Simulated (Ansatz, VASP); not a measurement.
## BN: VASP beside Ansatz

```
B N
1.0
    -1.25306   -2.17036    0.00000
     1.25306   -2.17036    0.00000
     0.00000    0.00000   11.88465
B N
3 3
Direct
  0.00000 0.00000 0.41598
  0.33333 0.33333 0.69322
  0.66667 0.66667 0.13874
  0.00000 0.00000 0.69297
  0.33333 0.33333 0.13850
  0.66667 0.66667 0.41573
```

Alike in both runs: task single point; functional PBE; dispersion D3(BJ); k mesh 10 × 10 × 3; occupations gaussian, width 0.05 eV; no spin polarisation.

|  | VASP | Ansatz |
| --- | --- | --- |
| version | VASP 6.6.1 | Ansatz 0.2.0 |
| potentials or method | VASP PAW PBE potentials, release 64 (B, N), cutoff 520 eV | scalar-relativistic, plane waves, PAW |
| valence electrons in the cell | 24 | 24 |

Ansatz gave:

| Quantity | Value |
| --- | --- |
| gap on the k mesh at the Fermi level (eV) | 4.40 |
| least direct gap on the mesh (eV) | 4.74 |
| pressure (GPa) | 0.1 |
| traceless stress, the component that is largest in VASP (GPa) | -0.34 |
| rms of the force components (eV/Å) | 0.016 |

Task: Which values does VASP return?

Result: gap on the k mesh at the Fermi level (eV): 4.39; least direct gap on the mesh (eV): 4.74; pressure (GPa): 0.2; traceless stress, the component that is largest in VASP (GPa): -0.52; rms of the force components (eV/Å): 0.016.

Atom by atom the forces differ by 0.001 eV/Å (rms over components).
